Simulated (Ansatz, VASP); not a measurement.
NiO: VASP beside Ansatz

INCAR

```
  PREC = Accurate
  ENCUT = 520
  EDIFF = 1E-6
  ISMEAR = 0
  SIGMA = 0.15
  LREAL = False
  LASPH = True
  NELM = 150
  ALGO = Normal
  ISIF = 2
  LWAVE = False
  LCHARG = True
  ISPIN = 2
  MAGMOM = 1.61 0.33
  LORBIT = 11
  LMAXMIX = 4
  GGA = PE
  LELF = True
  LVHAR = True
  NBANDS = 19
```

The input KPOINTS:

```
Automatic mesh
0
Gamma
  20 20 20
```

File POSCAR:

```
NiO
1.0
    0.0000000000      2.0913100000      1.9867445000
    2.0913100000      0.0000000000      1.9867445000
    2.0913100000      2.0913100000      0.0000000000
Ni O
1 1
Direct
    0.0000000000      0.0000000000      0.0000000000
    0.5000000000      0.5000000000      0.5000000000
```

Input for Ansatz:

```yaml
crystal:
  lattice:
    - [0.0, 2.09131, 1.9867445]
    - [2.09131, 0.0, 1.9867445]
    - [2.09131, 2.09131, 0.0]
  atoms:
    - { symbol: Ni, position: [0.0, 0.0, 0.0], spin: 1.61 }
    - { symbol: O, position: [0.5, 0.5, 0.5], spin: 0.33 }
basis:
  ecutwfc: 420
kpoints:
  mp_grid: { grid: [20, 20, 20] }
hamiltonian:
  xc: pbe
scf:
  occupations: { method: gaussian, width: 0.15 }
output:
  forces: true
  stress: true
  eigenvalues: true
  populations: true
  write_density: true
  write_potential: true
  elf: true
  volumetric_format: npy
magnetization:
  spin_polarized: true
```

Change from the starting cell: strain +0.000 along x and y, -0.050 along z, atoms carried along.

Alike in both runs: task single point; functional PBE; k mesh 20 × 20 × 20; occupations gaussian, width 0.15 eV; collinear spin.

|  | VASP | Ansatz |
| --- | --- | --- |
| version | VASP 6.6.1 | Ansatz 0.2.0 |
| potentials or method | VASP PAW PBE potentials, release 64 (Ni, O), cutoff 520 eV | scalar-relativistic, plane waves, PAW |
| valence electrons in the cell | 16 | 24 |

```tsv
	VASP	Ansatz	Ansatz less VASP
gap on the k mesh at the Fermi level (eV)	none	none	-
pressure (GPa)	15.1	15.3	+0.23
traceless stress, the component that is largest in VASP (GPa)	5.96	5.77	-0.192
net moment per atom (μB)	0.76	0.78	+0.021
size of the moment on the site where the two differ most (μB)	0.22	0.24	+0.018
```

Site moments also hang on the region over which each program counts them. A gap of «none» marks a metal or a gap that the smearing closes. VASP's potentials hold 16 valence electrons a cell and Ansatz's 24, so a difference there can come from the potentials and not from the codes.
